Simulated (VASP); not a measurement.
# SnSe (P6_3/mmc) in VASP: notebook

Aim: see how the results for SnSe move with the level of theory and the settings. Levels: PBE, PBE+D3(BJ), r2SCAN. Tasks: single point.

All numbers are computed with VASP 6.6.1; they aren't measurements. Logs are shortened: lines on timing, memory, paths and dates and some standing lists are left out, and cuts for length are marked.

### 1 The cell of the first run

The structure is hexagonal, space group P6_3/mmc (No. 194). The conventional cell has a = 4.138 Å, b = 4.138 Å, c = 7.484 Å, α = 90.00°, β = 90.00°, γ = 120.00°. Sn (site symmetry -3m) has 6 Se at 3.03 Å and 2 Sn at 3.74 Å within 4.0 Å. Within 4.0 Å of Se (site symmetry -6m2) lie 6 Sn at 3.03 Å.

### 2 Single point, PBE

Input file INCAR:

```
SYSTEM = SnSe
PREC     = Accurate       ! precision mode
ENCUT    = 520            ! plane-wave cutoff, eV
EDIFF    = 1E-7           ! SCF threshold, eV
ISMEAR   = -1             ! smearing method
SIGMA    = 0.02           ! smearing width, eV
LREAL    = .False.        ! projectors in reciprocal space
LASPH    = .True.         ! aspherical terms in the spheres
NELM     = 60             ! most SCF steps
ALGO     = Normal         ! electronic algorithm
ISIF     = 2              ! what is computed and relaxed
LWAVE    = .False.        ! write WAVECAR
LCHARG   = .False.        ! write CHGCAR
GGA      = PE             ! functional
NBANDS   = 28             ! bands
```

Input file KPOINTS:

```
regular mesh
0
Gamma
  6 6 2
  0 0 0
```

Input file POSCAR:

```
SnSe
1.0
    4.1382210481      0.0000000000      0.0000000000
   -2.0691105240      3.5838045541      0.0000000000
    0.0000000000      0.0000000000      7.4840920913
Sn Se
2 2
Direct
    0.0000000000      0.0000000000      0.0000000000
    0.0000000000      0.0000000000      0.5000000000
    0.3333333333      0.6666666667      0.2500000000
    0.6666666667      0.3333333333      0.7500000000
```

Potentials or basis: VASP PAW PBE potentials, release 64 (Sn_d, Se).

Started as:

```
$ cat potpaw_PBE.64/Sn_d/POTCAR potpaw_PBE.64/Se/POTCAR > POTCAR
$ mpirun -np 1 vasp_std > vasp.out
```

OUTCAR:

```text
SYSTEM = SnSe
   PREC = Accurate
   ENCUT = 520
   EDIFF = 1E-7
   ISMEAR = -1
   LREAL = .False.
   LASPH = .True.
   NELM = 60
   ISIF = 2
   GGA = PE

 ion  position               nearest neighbor table
   1  0.000  0.000  0.000-   3 3.03   4 3.03   3 3.03   4 3.03   4 3.03   3 3.03   2 3.74   2 3.74

   2  0.000  0.000  0.500-   3 3.03   4 3.03   3 3.03   4 3.03   4 3.03   3 3.03   1 3.74   1 3.74

   3  0.333  0.667  0.250-   1 3.03   2 3.03   1 3.03   2 3.03   1 3.03   2 3.03
   4  0.667  0.333  0.750-   1 3.03   2 3.03   1 3.03   2 3.03   1 3.03   2 3.03

  LATTYP: Found a hexagonal cell.
 ALAT       =     4.1382210481
 C/A-ratio  =     1.8085288351

  Lattice vectors:

 A1 = (   4.1382210481,   0.0000000000,   0.0000000000)
 A2 = (  -2.0691105240,   3.5838045541,   0.0000000000)
 A3 = (   0.0000000000,   0.0000000000,   7.4840920913)

Analysis of symmetry for initial positions (statically):
=====================================================================
 Subroutine PRICEL returns:
 Original cell was already a primitive cell.

 Routine SETGRP: Setting up the symmetry group for a
 hexagonal supercell.

 Subroutine GETGRP returns: Found 24 space group operations
 (whereof 12 operations were pure point group operations)
 out of a pool of 24 trial point group operations.

The static configuration has the point symmetry D_3d.
 The point group associated with its full space group is D_6h.

Analysis of symmetry for dynamics (positions and initial velocities):
=====================================================================
 Subroutine PRICEL returns:
 Original cell was already a primitive cell.

 Routine SETGRP: Setting up the symmetry group for a
 hexagonal supercell.

 Subroutine GETGRP returns: Found 24 space group operations
 (whereof 12 operations were pure point group operations)
 out of a pool of 24 trial point group operations.

The dynamic configuration has the point symmetry D_3d.
 The point group associated with its full space group is D_6h.

 Subroutine INISYM returns: Found 24 space group operations
 (whereof 12 operations are pure point group operations),
 and found     1 'primitive' translations

----------------------------------------------------------------------------------------

                                     Primitive cell

  volume of cell :     110.9934

  direct lattice vectors                    reciprocal lattice vectors
     4.138221048  0.000000000  0.000000000     0.241649730  0.139516537  0.000000000
    -2.069110524  3.583804554  0.000000000     0.000000000  0.279033074  0.000000000
     0.000000000  0.000000000  7.484092091     0.000000000  0.000000000  0.133616742

  length of vectors
     4.138221048  4.138221048  7.484092091     0.279033074  0.279033074  0.133616742

  position of ions in fractional coordinates (direct lattice)
     0.000000000  0.000000000  0.000000000
     0.000000000  0.000000000  0.500000000
     0.333333333  0.666666667  0.250000000
     0.666666667  0.333333333  0.750000000

  ion indices of the primitive-cell ions
   primitive index   ion index
                 1           1
                 2           2
                 3           3
                 4           4

----------------------------------------------------------------------------------------

 KPOINTS: regular mesh

Automatic generation of k-mesh.
 Grid dimensions read from file:
 generate k-points for:    6    6    2

 Generating k-lattice:

  Cartesian coordinates                     Fractional coordinates (reciprocal lattice)
     0.040274955  0.023252756  0.000000000     0.166666667 -0.000000000  0.000000000
     0.000000000  0.046505512  0.000000000     0.000000000  0.166666667  0.000000000
     0.000000000  0.000000000  0.066808371     0.000000000  0.000000000  0.500000000

  Length of vectors
     0.046505512  0.046505512  0.066808371

  Shift w.r.t. Gamma in fractional coordinates (k-lattice)
     0.000000000  0.000000000  0.000000000

 Subroutine IBZKPT returns following result:
 ===========================================

 Found     14 irreducible k-points:

 Following reciprocal coordinates:
            Coordinates               Weight
  0.000000  0.000000  0.000000      1.000000
  0.166667  0.000000  0.000000      6.000000
  0.333333 -0.000000  0.000000      6.000000
  0.500000 -0.000000  0.000000      3.000000
  0.166667  0.166667  0.000000      6.000000
  0.333333  0.166667  0.000000     12.000000
  0.333333  0.333333  0.000000      2.000000
  0.000000  0.000000  0.500000      1.000000
  0.166667  0.000000  0.500000      6.000000
  0.333333 -0.000000  0.500000      6.000000
  0.500000 -0.000000  0.500000      3.000000
  0.166667  0.166667  0.500000      6.000000
  0.333333  0.166667  0.500000     12.000000
  0.333333  0.333333  0.500000      2.000000
   k-points           NKPTS =     14   k-points in BZ     NKDIM =     14   number of bands    NBANDS=     28
   number of dos      NEDOS =    301   number of ions     NIONS =      4
   total plane-waves  NPLWV =  57344
   dimension x,y,z NGX =    32 NGY =   32 NGZ =   56
   dimension x,y,z NGXF=    64 NGYF=   64 NGZF=  112
   ions per type =               2   2
   NGX,Y,Z   is equivalent  to a cutoff of  12.86, 12.86, 12.44 a.u.
   NGXF,Y,Z  is equivalent  to a cutoff of  25.71, 25.71, 24.88 a.u.
 SYSTEM =  SnSe
   PREC   = accura    normal or accurate (medium, high low for compatibility)
   ISTART =      0    job   : 0-new  1-cont  2-samecut
   ICHARG =      2    charge: 1-file 2-atom 10-const
   ISPIN  =      1    spin polarized calculation?
   LNONCOLLINEAR =      F non collinear calculations
   LSORBIT =      F    spin-orbit coupling
   LASPH  =      T    aspherical Exc in radial PAW
   ENCUT  =  520.0 eV  38.22 Ry    6.18 a.u.   7.69  7.69 13.92*2*pi/ulx,y,z
   NELM   =     60;   NELMIN=  2; NELMDL= -5     # of ELM steps
   EDIFF  = 0.1E-06   stopping-criterion for ELM
   LREAL  =      F    real-space projection
   EDIFFG = 0.1E-05   stopping-criterion for IOM
   NSW    =      0    number of steps for IOM
   IBRION =     -1    ionic relax: 0-MD 1-quasi-New 2-CG
   NFREE  =      0    steps in history (QN), initial steepest desc. (CG)
   ISIF   =      2    stress and relaxation
   ISYM   =      2    0-nonsym 1-usesym 2-fastsym
   POTIM  = 0.5000    time-step for ionic-motion
   TEBEG  =    0.0;   TEEND  =   0.0 temperature during run
   PSTRESS=    0.0 pullay stress
   NELECT =      40.0000    total number of electrons
   NUPDOWN=      -1.0000    fix difference up-down
   EMIN   =  10.00;   EMAX   =-10.00  energy-range for DOS
   EFERMI =   0.00;   METHOD = LEGACY
   ISMEAR =    -1;   SIGMA  =   0.02  broadening in eV -4-tet -1-fermi 0-gaus
   EFERMI_NEDOS =   21; number of points for ismear=-14 and -15
   IALGO  =     38    algorithm
   IMIX   =      4    mixing-type and parameters
     AMIX     =   0.40;   BMIX     =  1.00
     AMIX_MAG =   1.60;   BMIX_MAG =  1.00
  volume/ion in A,a.u.               =      27.75       187.26
  Fermi-wavevector in a.u.,A,eV,Ry     =   1.165009  2.201547 18.466439  1.357245
  Thomas-Fermi vector in A             =   2.301540
   LORBIT       =      0    0 simple, 1 ext, 2 COOP (PROOUT), +10 PAW based schemes
   GGA     = PE    functional components
   LHFCALC =     F    Hartree Fock is set to
   AEXX    =    0.0000 exact exchange contribution
   IVDW    =     0    specifies the selected vdW correction
   LEPSILON=     F    determine dielectric tensor
   LRPA    =     F    only Hartree local field effects (RPA)
 non-spin polarized calculation
  energy-cutoff  :      520.00
  volume of cell :      110.99
 maximum number of plane-waves:      3016
 NGX is ok and might be reduce to    32
   NGX = 15   NGY = 15   NGZ = 27

 number of electron      40.0000017 magnetization

 Free energy of the ion-electron system (eV)
  ---------------------------------------------------
  ext. energy  EPLUGINS =         0.00000000
  ---------------------------------------------------
  free energy    TOTEN  =       -16.18846981 eV

  energy without entropy =      -16.18528599  energy(sigma->0) =      -16.18687790

 E-fermi :   5.4794     XC(G=0):  -9.5125

 val. band max:        5.4595314678   @ k =   0.0000   0.0000   0.0000
 cond. band min:       5.5224010150   @ k =   0.3333   0.3333   0.5000
 fundamental gap:      0.0628695472
 Fermi energy:         5.4793727550

 k-point     1 :       0.0000    0.0000    0.0000
  band No.  band energies     occupation
      1     -16.2776      2.00000
      2     -16.2632      2.00000
      3     -16.2632      2.00000
      4     -16.2592      2.00000
      5     -16.2592      2.00000
      6     -16.2495      2.00000
[... 20 lines left out ...]
     27      10.5322      0.00000
     28      12.1286      0.00000

 k-point     2 :       0.1667    0.0000    0.0000
  band No.  band energies     occupation
      1     -16.2756      2.00000
      2     -16.2656      2.00000
      3     -16.2600      2.00000
      4     -16.2588      2.00000
      5     -16.2547      2.00000
      6     -16.2529      2.00000
[... 20 lines left out ...]
     27      10.5284      0.00000
     28      11.1109      0.00000

 k-point     3 :       0.3333   -0.0000    0.0000
  band No.  band energies     occupation
      1     -16.2766      2.00000
      2     -16.2690      2.00000
      3     -16.2622      2.00000
      4     -16.2561      2.00000
      5     -16.2545      2.00000
      6     -16.2460      2.00000
[... 20 lines left out ...]
     27      10.5757      0.00000
     28      12.8342      0.00000

 k-point     4 :       0.5000   -0.0000    0.0000
  band No.  band energies     occupation
      1     -16.2806      2.00000
      2     -16.2690      2.00000
      3     -16.2636      2.00000
      4     -16.2558      2.00000
      5     -16.2547      2.00000
      6     -16.2417      2.00000
[... 268 lines left out ...]
     27      11.1469      0.00000
     28      11.1469      0.00000

 k-point    13 :       0.3333    0.1667    0.5000
  band No.  band energies     occupation
      1     -16.2650      2.00000
      2     -16.2650      2.00000
      3     -16.2511      2.00000
      4     -16.2511      2.00000
      5     -16.2487      2.00000
      6     -16.2487      2.00000
[... 20 lines left out ...]
     27      11.8231      0.00000
     28      11.8231      0.00000

 k-point    14 :       0.3333    0.3333    0.5000
  band No.  band energies     occupation
      1     -16.2596      2.00000
      2     -16.2596      2.00000
      3     -16.2534      2.00000
      4     -16.2534      2.00000
      5     -16.2470      2.00000
      6     -16.2470      2.00000
[... 20 lines left out ...]
     27      12.5577      0.00000
     28      12.5577      0.00000

------------------------ aborting loop because EDIFF is reached ----------------------------------------

  FORCE on cell =-STRESS in cart. coord.  units (eV):
  Direction    XX          YY          ZZ          XY          YZ          ZX
  --------------------------------------------------------------------------------------
  -------------------------------------------------------------------------------------
  Total        0.8034432      0.8034432      0.2698154      0.0000000     -0.0000000      0.0000000
  in kB       11.5976139     11.5976139      3.8947557      0.0000000     -0.0000000      0.0000000
  external PRESSURE =       9.0299945 kB  Pullay stress =       0.0000000 kB

 VOLUME and BASIS-vectors are now :
 -----------------------------------------------------------------------------
  energy-cutoff  :      520.00
  volume of cell :      110.99
      direct lattice vectors                 reciprocal lattice vectors
     4.138221048  0.000000000  0.000000000     0.241649730  0.139516537  0.000000000
    -2.069110524  3.583804554  0.000000000     0.000000000  0.279033074  0.000000000
     0.000000000  0.000000000  7.484092091     0.000000000  0.000000000  0.133616742

 POSITION                                       TOTAL-FORCE (eV/Angst)
 -----------------------------------------------------------------------------------
      0.00000      0.00000      0.00000        -0.000000     -0.000000      0.000000
      0.00000      0.00000      3.74205        -0.000000     -0.000000      0.000000
     -0.00000      2.38920      1.87102        -0.000000     -0.000000      0.000000
      2.06911      1.19460      5.61307         0.000000      0.000000     -0.000000
 -----------------------------------------------------------------------------------
    total drift:                                0.000000     -0.000000      0.000000

  FREE ENERGIE OF THE ION-ELECTRON SYSTEM (eV)
  ---------------------------------------------------
  free  energy   TOTEN  =       -16.1884698062 eV

  energy  without entropy=      -16.1852859881  energy(sigma->0) =      -16.18687790
```

Run time: 40 s. Hardware: 1 thread of Intel Xeon 6975P-C, shared host; peak memory 0.24 GiB.

Results:

```
Free energy            : -16.1885 eV
Pressure               : 0.9 GPa
Band gap on the k mesh : zero (band 20 reaches 6.16 eV, above the bottom of band 21 at 5.35 eV)
```

Stress tensor (GPa, compression positive):
```
1.16 0.00 0.00
0.00 1.16 0.00
0.00 0.00 0.39
```

Levels at points of the mesh, in eV from the Fermi level:
```csv
k point,band 17,band 18,band 19,band 20,band 21,band 22,band 23,band 24
"(0.00, 0.00, 0.00)",-1.98,-1.64,-1.64,-0.02,1.16,2.79,2.79,2.80
"(0.50, 0.00, 0.00)",-3.28,-1.87,-1.62,-0.61,-0.13,1.27,2.04,3.71
"(0.00, 0.00, 0.50)",-1.81,-1.81,-1.35,-1.35,2.60,2.60,2.66,2.66
"(0.50, 0.00, 0.50)",-2.76,-2.76,-2.73,-2.73,2.13,2.13,2.75,2.75
```

Caveat: the k points lie up to 0.42 Å⁻¹ apart; spin-orbit coupling is left out, which moves the levels of the heavy elements.

(Part 1 of 2 ends here.)
